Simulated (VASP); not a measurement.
The system is BiW.

```xyz
2
Lattice="3.3497 0.0000 0.0000 -1.6748 2.9009 0.0000 0.0000 0.0000 5.0227" Properties=species:S:1:pos:R:3 pbc="T T T"
Bi    1.6748    0.9670    0.0000
W     0.0000    0.0000    2.5113
```

```yaml
Program: VASP 6.6.1
Task: relaxation of cell and atoms
Functional: PBE
Potentials_or_basis: VASP PAW PBE potentials, release 64 (Bi_d, W_sv)
Cutoff: 600 eV
k_mesh: 6 × 6 × 4
Occupations: gaussian, width 0.1 eV
Spin: no spin polarisation
```

At the start: pressure -13.3 GPa; volume 24.40 Å³/atom.

Question: Where does the relaxation end?

Answer: Over 9 steps the energy falls by 298.1 meV/atom and the volume is 21.11 Å³/atom (-13.5 %); space group P-6m2 (No. 187, to 0.05 Å).

Step by step:
```
step  energy change (eV)  largest force (eV/Å)  pressure (GPa)  volume (Å³)
   1              0.0000                0.0000          -13.28        48.81
   2              0.0172                0.0000           31.70        35.80
   3             -0.4197                0.0000            1.75        41.46
   4             -0.5666                0.0000            4.53        40.78
   5             -0.5678                0.0000            5.83        40.58
   6             -0.5439                0.0000           -5.93        44.55
   7             -0.5947                0.0000            0.31        42.19
   8             -0.5948                0.0000            0.39        42.16
   9             -0.5961                0.0000           -0.03        42.23
```

Final structure:
```yaml
crystal:
  lattice:
    - [3.37498, 0.00000, 0.00000]
    - [-1.68749, 2.92282, 0.00000]
    - [0.00000, 0.00000, 4.28074]
  atoms:
    - { symbol: Bi, position: [0.66667, 0.33333, 0.00000] }
    - { symbol: W, position: [0.00000, 0.00000, 0.50000] }
```

Caveat: the k points lie up to 0.37 Å⁻¹ apart in the final cell.
